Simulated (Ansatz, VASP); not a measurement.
# Two plane-wave programs on Si4N

```xyz
5
Lattice="4.2242 0.0240 0.1258 -1.0396 4.0990 -0.0652 -0.5594 -0.4757 4.3045" Properties=species:S:1:pos:R:3 pbc="T T T"
Si    1.1078    1.4457    0.4547
Si    2.3453    0.2481    3.3471
Si   -0.5337    2.4838    3.2522
Si    2.3633    3.1530    1.5277
N     3.1523    4.0872    0.2093
```

Change from the starting cell: the structure that the rattled cell fell into.

Alike in both runs: functional PBE; k mesh 4 × 4 × 4; occupations gaussian, width 0.1 eV; no spin polarisation.

Ansatz relaxed the structure, and its values are those at the end. VASP's run is a single point on that final structure, the one shown.

|  | VASP | Ansatz |
| --- | --- | --- |
| version | VASP 6.6.1 | Ansatz 0.2.0 |
| potentials or method | VASP PAW PBE potentials, release 64 (Si, N), cutoff 520 eV | scalar-relativistic, plane waves, PAW |
| valence electrons in the cell | 21 | 21 |

Ansatz gave:

- gap on the k mesh at the Fermi level (eV): none
- pressure (GPa): 0.0
- rms of the force components (eV/Å): 0.010

Question: What did VASP give for the same quantities?

Answer: gap on the k mesh at the Fermi level (eV): none; pressure (GPa): -0.1; rms of the force components (eV/Å): 0.011.

A gap of «none» marks a metal or a gap that the smearing closes.

The k mesh is coarse, so the values compare programs but aren't converged.
